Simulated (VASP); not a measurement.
# SiO2 (I-42d) in VASP: notebook, part 2 of 2

VASP 6.6.1. Earlier steps stand in the parts before.

## (4) Single point, PBE

This run uses another cell than the first one, of 15.54 Å³/atom, 1.043 times its volume.

INCAR reads:

```
SYSTEM = SiO2
  PREC = Accurate
  ENCUT = 520
  EDIFF = 1E-6
  ISMEAR = -1
  SIGMA = 0.02
  LREAL = .False.
  LASPH = .True.
  NELM = 60
  ALGO = Normal
  ISIF = 2
  LWAVE = .False.
  LCHARG = .False.
  GGA = PE
  NBANDS = 25
```

KPOINTS reads:

```
regular mesh
0
Gamma
  8 8 8
  0 0 0
```

POSCAR reads:

```
SiO2
1.0
   -2.5133695130      2.5133695130      3.6893902840
    2.5133695130     -2.5133695130      3.6893902840
    2.5133695130      2.5133695130     -3.6893902840
Si O
2 4
Direct
    0.0000000000      0.0000000000      0.0000000000
    0.7500000000      0.2500000000      0.5000000000
    0.9670112353      0.6250000000      0.8420112353
    0.3750000000      0.2170112353      0.3420112353
    0.7829887647      0.1250000000      0.1579887647
    0.8750000000      0.0329887647      0.6579887647
```

Potentials or basis: VASP PAW PBE potentials, release 64 (Si, O).

Command:

```bash
> cat potpaw_PBE.64/Si/POTCAR potpaw_PBE.64/O/POTCAR > POTCAR
> mpirun -np 1 vasp_std > vasp.out
```

OUTCAR:

```text
SYSTEM = SiO2
   PREC = Accurate
   ENCUT = 520
   EDIFF = 1E-6
   ISMEAR = -1
   LREAL = .False.
   LASPH = .True.
   NELM = 60
   ISIF = 2
   GGA = PE

 ion  position               nearest neighbor table
   1  0.000  0.000  0.000-   3 1.63   4 1.63   5 1.63   6 1.63   2 3.12   2 3.12   2 3.12   2 3.12

   2  0.750  0.250  0.500-   4 1.63   3 1.63   5 1.63   6 1.63   1 3.12   1 3.12   1 3.12   1 3.12

   3  0.967  0.625  0.842-   1 1.63   2 1.63
   4  0.375  0.217  0.342-   2 1.63   1 1.63
   5  0.783  0.125  0.158-   1 1.63   2 1.63
   6  0.875  0.033  0.658-   1 1.63   2 1.63

  LATTYP: Found a body centered tetragonal cell.
 ALAT       =     5.0267390260
 C/A-ratio  =     1.4679060381

  Lattice vectors:

 A1 = (  -2.5133695130,   2.5133695130,   3.6893902840)
 A2 = (   2.5133695130,  -2.5133695130,   3.6893902840)
 A3 = (   2.5133695130,   2.5133695130,  -3.6893902840)

Analysis of symmetry for initial positions (statically):
=====================================================================
 Subroutine PRICEL returns:
 Original cell was already a primitive cell.

 Routine SETGRP: Setting up the symmetry group for a
 body centered tetragonal supercell.

 Subroutine GETGRP returns: Found  8 space group operations
 (whereof  4 operations were pure point group operations)
 out of a pool of 16 trial point group operations.

The static configuration has the point symmetry S_4 .
 The point group associated with its full space group is D_2d.

Analysis of symmetry for dynamics (positions and initial velocities):
=====================================================================
 Subroutine PRICEL returns:
 Original cell was already a primitive cell.

 Routine SETGRP: Setting up the symmetry group for a
 body centered tetragonal supercell.

 Subroutine GETGRP returns: Found  8 space group operations
 (whereof  4 operations were pure point group operations)
[... 131 lines left out ...]
     AMIX_MAG =   1.60;   BMIX_MAG =  1.00
  volume/ion in A,a.u.               =      15.54       104.85
  Fermi-wavevector in a.u.,A,eV,Ry     =   1.146258  2.166114 17.876797  1.313908
  Thomas-Fermi vector in A             =   2.282943
   LORBIT       =      0    0 simple, 1 ext, 2 COOP (PROOUT), +10 PAW based schemes
   GGA     = PE    functional components
   LHFCALC =     F    Hartree Fock is set to
   AEXX    =    0.0000 exact exchange contribution
   IVDW    =     0    specifies the selected vdW correction
   LEPSILON=     F    determine dielectric tensor
   LRPA    =     F    only Hartree local field effects (RPA)
 non-spin polarized calculation
  energy-cutoff  :      520.00
  volume of cell :       93.22
 maximum number of plane-waves:      2533
 NGX is ok and might be reduce to    40
   NGX = 19   NGY = 19   NGZ = 19

 number of electron      31.9999995 magnetization

 Free energy of the ion-electron system (eV)
  ---------------------------------------------------
  ext. energy  EPLUGINS =         0.00000000
  ---------------------------------------------------
  free energy    TOTEN  =       -47.49236790 eV

  energy without entropy =      -47.49236790  energy(sigma->0) =      -47.49236790

 E-fermi :  -0.1880     XC(G=0):  -8.0055

 val. band max:       -0.6411647354   @ k =   0.0000   0.0000   0.0000
 cond. band min:       5.0913656511   @ k =   0.0000   0.0000   0.0000
 fundamental gap:      5.7325303865
 Fermi energy:        -0.1880389635

 k-point     1 :       0.0000    0.0000    0.0000
  band No.  band energies     occupation
      1     -19.7429      2.00000
      2     -17.7428      2.00000
      3     -17.7428      2.00000
      4     -17.6879      2.00000
      5      -9.8749      2.00000
      6      -6.1294      2.00000
[... 661 lines left out ...]
     24      12.0565      0.00000
     25      12.6347      0.00000

 [... further k-points ...]

------------------------ aborting loop because EDIFF is reached ----------------------------------------

  FORCE on cell =-STRESS in cart. coord.  units (eV):
  Direction    XX          YY          ZZ          XY          YZ          ZX
  --------------------------------------------------------------------------------------
  -------------------------------------------------------------------------------------
  Total        0.0573079      0.0573079      0.0575077      0.0000000      0.0000000      0.0000000
  in kB        0.9849121      0.9849121      0.9883459      0.0000000      0.0000000      0.0000000
  external PRESSURE =       0.9860567 kB  Pullay stress =       0.0000000 kB

 VOLUME and BASIS-vectors are now :
 -----------------------------------------------------------------------------
  energy-cutoff  :      520.00
  volume of cell :       93.22
      direct lattice vectors                 reciprocal lattice vectors
    -2.513369513  2.513369513  3.689390284     0.000000000  0.198936128  0.135523748
     2.513369513 -2.513369513  3.689390284     0.198936128  0.000000000  0.135523748
     2.513369513  2.513369513 -3.689390284     0.198936128  0.198936128  0.000000000

 POSITION                                       TOTAL-FORCE (eV/Angst)
 -----------------------------------------------------------------------------------
      0.00000      0.00000      0.00000         0.000000      0.000000      0.000000
      0.00000      2.51337      1.84470         0.000000      0.000000     -0.000000
      1.25668      2.97589      2.76704         0.000000     -0.004615      0.000000
      0.46252      1.25668      0.92235        -0.004615      0.000000      0.000000
     -1.25668      2.05085      2.76704         0.000000      0.004615      0.000000
     -0.46252      3.77005      0.92235         0.004615      0.000000      0.000000
 -----------------------------------------------------------------------------------
    total drift:                                0.000004      0.000004      0.000003

  FREE ENERGIE OF THE ION-ELECTRON SYSTEM (eV)
  ---------------------------------------------------
  free  energy   TOTEN  =       -47.4923678961 eV

  energy  without entropy=      -47.4923678961  energy(sigma->0) =      -47.49236790
```

stdout:

```text
POSCAR found type information on POSCAR SiO
 POSCAR found :  2 types and       6 ions
 scaLAPACK will be used
 LDA part: xc-table for (Slater+PW92), standard interpolation
 POSCAR, INCAR and KPOINTS ok, starting setup
 FFT: planning ... GRIDC
 FFT: planning ... GRID_SOFT
 FFT: planning ... GRID
 WAVECAR not read
 entering main loop
```

It took 2.4 min on 1 thread of Intel Xeon Platinum 8488C (Sapphire Rapids), shared host; peak memory 0.28 GiB.

Results:

```yaml
Free_energy: -47.4924 eV
Pressure: 0.1 GPa
Largest_force: 0.005 eV/Å
Band_gap_on_the_k_mesh: 5.73 eV, direct
```

Forces on the atoms (eV/Å):
```
Si   0.000  0.000  0.000
Si   0.000  0.000  0.000
O    0.000 -0.005  0.000
O   -0.005  0.000  0.000
O    0.000  0.005  0.000
O    0.005  0.000  0.000
```

Levels at points of the mesh, in eV from the valence-band top:
| k point | band 14 | band 15 | band 16 | band 17 | band 18 | band 19 |
| --- | --- | --- | --- | --- | --- | --- |
| (0.00, 0.00, 0.00) | -0.65 | 0.00 | 0.00 | 5.73 | 8.71 | 10.22 |
| (0.50, 0.00, 0.00) | -0.79 | -0.51 | -0.13 | 7.93 | 8.83 | 9.58 |
| (0.50, 0.50, 0.00) | -0.98 | -0.35 | -0.35 | 8.90 | 8.90 | 10.02 |
| (0.50, 0.50, 0.50) | -1.43 | -0.34 | -0.34 | 8.73 | 8.73 | 10.19 |

## (5) Relaxation of cell and atoms, PBEsol

This run uses another cell than the first one, of 15.54 Å³/atom, 1.043 times its volume.

INCAR reads:

```
ALGO     = Normal         # electronic algorithm
EDIFF    = 1E-6           # SCF threshold, eV
EDIFFG   = -0.005         # ionic threshold
ENCUT    = 600            # plane-wave cutoff, eV
GGA      = PS             # functional
IBRION   = 2              # ionic algorithm
ISIF     = 3              # what is computed and relaxed
ISMEAR   = -1             # smearing method
LASPH    = True           # aspherical terms in the spheres
LCHARG   = False          # write CHGCAR
LREAL    = False          # projectors in reciprocal space
LWAVE    = False          # write WAVECAR
NELM     = 100            # most SCF steps
NSW      = 80             # ionic steps
PREC     = Accurate       # precision mode
SIGMA    = 0.02           # smearing width, eV
```

KPOINTS reads:

```
k-points
0
Gamma
  6 6 6
```

POSCAR is that of step 4.

Potentials or basis: VASP PAW PBE potentials, release 64 (Si, O).

Command:

```bash
> cat potpaw_PBE.64/Si/POTCAR potpaw_PBE.64/O/POTCAR > POTCAR
> mpirun -np 1 vasp_std > vasp.out
```

OUTCAR:

```text
EDIFF = 1E-6
   EDIFFG = -0.005
   ENCUT = 600
   GGA = PS
   IBRION = 2
   ISIF = 3
   ISMEAR = -1
   LASPH = True
   LREAL = False
   NELM = 100
   NSW = 80
   PREC = Accurate

 ion  position               nearest neighbor table
   1  0.000  0.000  0.000-   3 1.63   4 1.63   5 1.63   6 1.63   2 3.12   2 3.12   2 3.12   2 3.12

   2  0.750  0.250  0.500-   4 1.63   3 1.63   5 1.63   6 1.63   1 3.12   1 3.12   1 3.12   1 3.12

   3  0.967  0.625  0.842-   1 1.63   2 1.63
   4  0.375  0.217  0.342-   2 1.63   1 1.63
   5  0.783  0.125  0.158-   1 1.63   2 1.63
   6  0.875  0.033  0.658-   1 1.63   2 1.63

  LATTYP: Found a body centered tetragonal cell.
 ALAT       =     5.0267390260
 C/A-ratio  =     1.4679060381

  Lattice vectors:

 A1 = (  -2.5133695130,   2.5133695130,   3.6893902840)
 A2 = (   2.5133695130,  -2.5133695130,   3.6893902840)
 A3 = (   2.5133695130,   2.5133695130,  -3.6893902840)

Analysis of symmetry for initial positions (statically):
=====================================================================
 Subroutine PRICEL returns:
 Original cell was already a primitive cell.

[... 293 lines left out ...]
  ---------------------------------------------------
  free  energy   TOTEN  =       -49.3797033395 eV

  energy  without entropy=      -49.3797033395  energy(sigma->0) =      -49.37970334

[... ionic steps 4 to 12 ...]

--------------------------------------- Ionic step       13  -------------------------------------------

 number of electron      32.0000013 magnetization

------------------------ aborting loop because EDIFF is reached ----------------------------------------
[... 75 lines left out ...]
--------------------------------------- Ionic step       15  -------------------------------------------

 number of electron      32.0000013 magnetization

 Free energy of the ion-electron system (eV)
  ---------------------------------------------------
  ext. energy  EPLUGINS =         0.00000000
  ---------------------------------------------------
  free energy    TOTEN  =       -49.38047347 eV

  energy without entropy =      -49.38047347  energy(sigma->0) =      -49.38047347

 E-fermi :  -0.1974     XC(G=0):  -8.2281

 val. band max:       -0.6007977093   @ k =   0.0000   0.0000   0.0000
 cond. band min:       5.2051064380   @ k =   0.0000   0.0000   0.0000
 fundamental gap:      5.8059041472
 Fermi energy:        -0.1973920916

 k-point     1 :       0.0000    0.0000    0.0000
  band No.  band energies     occupation
      1     -19.6865      2.00000
      2     -17.6180      2.00000
      3     -17.6180      2.00000
      4     -17.5569      2.00000
      5      -9.8304      2.00000
      6      -6.1191      2.00000
[... 541 lines left out ...]
     19       9.2271      0.00000
     20       9.6018      0.00000

 [... further k-points ...]

------------------------ aborting loop because EDIFF is reached ----------------------------------------

  FORCE on cell =-STRESS in cart. coord.  units (eV):
  Direction    XX          YY          ZZ          XY          YZ          ZX
  --------------------------------------------------------------------------------------
  -------------------------------------------------------------------------------------
  Total        0.0111376      0.0111376      0.0154726      0.0000000      0.0000000      0.0000000
  in kB        0.1955839      0.1955839      0.2717106      0.0000000      0.0000000      0.0000000
  external PRESSURE =       0.2209595 kB  Pullay stress =       0.0000000 kB
[... 21 lines left out ...]
  FREE ENERGIE OF THE ION-ELECTRON SYSTEM (eV)
  ---------------------------------------------------
  free  energy   TOTEN  =       -49.3804734668 eV

  energy  without entropy=      -49.3804734668  energy(sigma->0) =      -49.38047347

 reached required accuracy - stopping structural energy minimisation
```

Wall time 7.3 min (1 thread of Intel Xeon Platinum 8259CL at 2.50GHz (Skylake/Cascade Lake), shared host); peak memory 0.28 GiB.

Results:

```yaml
Free_energy: -49.3805 eV
Relaxed_volume: 15.21 Å³/atom
Relaxed_cell: a = 5.090 Å, b = 5.090 Å, c = 5.090 Å, α = 121.36°, β = 121.36°, γ = 87.66°
Space_group_after_relaxing_to_0.05_Å: I-42d (No. 122)
Energy_gained_by_relaxing: 1.2 meV/atom
Ionic_steps: 15
Pressure_after_relaxing: 0.0 GPa
Band_gap_on_the_k_mesh: 5.81 eV, direct
```

The path:
```tsv
step	energy change (eV)	largest force (eV/Å)	pressure (GPa)	volume (Å³)
1	0.0000	0.1044	-1.83	93.22
2	0.0059	0.1868	2.62	90.85
3	-0.0062	0.0154	-0.03	92.22
4	-0.0062	0.0172	0.01	92.20
5	-0.0063	0.0163	0.01	92.18
6	-0.0064	0.0149	0.01	92.09
7	-0.0065	0.0118	0.02	91.92
8	-0.0066	0.0045	0.03	91.59
9	-0.0067	0.0013	-0.04	91.57
10	-0.0068	0.0113	-0.18	91.54
11	-0.0068	0.0093	-0.15	91.50
12	-0.0069	0.0043	-0.07	91.39
13	-0.0070	0.0062	0.10	91.16
14	-0.0070	0.0033	0.05	91.24
15	-0.0070	0.0007	0.02	91.24
```

Final structure:
```xyz
6
Lattice="-2.4925 2.4925 3.6715 2.4925 -2.4925 3.6715 2.4925 2.4925 -3.6715" Properties=species:S:1:pos:R:3 pbc="T T T"
Si    4.9849    0.0000    0.0000
Si    0.0000    2.4925    1.8358
O     1.2462    2.9719    2.7537
O     0.4794    1.2462    0.9179
O    -1.2462    2.0131    2.7537
O    -0.4794    3.7387    0.9179
```

Levels at points of the mesh, in eV from the valence-band top:
```
           k point  band 13  band 14  band 15  band 16  band 17  band 18  band 19  band 20
(0.00, 0.00, 0.00)    -1.55    -0.68     0.00     0.00     5.81     8.63    10.37    10.37
(0.50, 0.00, 0.00)    -1.50    -0.79    -0.49    -0.14     8.02     8.91     9.60    10.02
(0.50, 0.50, 0.00)    -0.98    -0.98    -0.34    -0.34     8.99     8.99    10.03    10.03
(0.50, 0.50, 0.50)    -1.46    -1.46    -0.33    -0.33     8.79     8.79    10.10    10.10
```

Caveat: the PAW data sets were made with another functional, which shifts forces and pressure a little. As with any semilocal functional, this PBEsol gap is likely too small.

## (6) The runs side by side

| task | level | potentials or basis | cell | k mesh | cutoff (eV) | smearing | gap on the mesh (eV) | pressure (GPa) | largest force (eV/Å) |
| --- | --- | --- | --- | --- | --- | --- | --- | --- | --- |
| single point | PBE | VASP PAW PBE potentials, release 64 (Si, O) | a = 5.060 Å, angles 121.5, 121.5, 87.4°, 6 atoms | 8 × 8 × 8 | 520 | fermi-dirac 0.02 eV | 5.94 | 4.6 | 0.27 |
| single point | LDA | VASP PAW LDA potentials, release 64 (Si, O) | a = 5.060 Å, angles 121.5, 121.5, 87.4°, 6 atoms | 8 × 8 × 8 | 520 | gaussian 0.01 eV | 5.71 | -1.0 | 0.07 |
| single point | PBE | VASP PAW PBE potentials, release 64 (Si, O) | a = 5.123 Å, angles 121.2, 121.2, 87.9°, 6 atoms | 8 × 8 × 8 | 520 | fermi-dirac 0.02 eV | 5.73 | 0.1 | - |
| relaxation of cell and atoms | PBEsol | VASP PAW PBE potentials, release 64 (Si, O) | relaxed from a = 5.123 Å, angles 121.2, 121.2, 87.9°, 6 atoms | 6 × 6 × 6 | 600 | fermi-dirac 0.02 eV | 5.81 | 0.0 | - |

Alike in all rows: no spin polarisation.

Caveats: the PAW data sets were made with another functional, which shifts forces and pressure a little (some runs).

Total energies depend on the potentials used, so only differences within one code and one set of settings carry meaning.
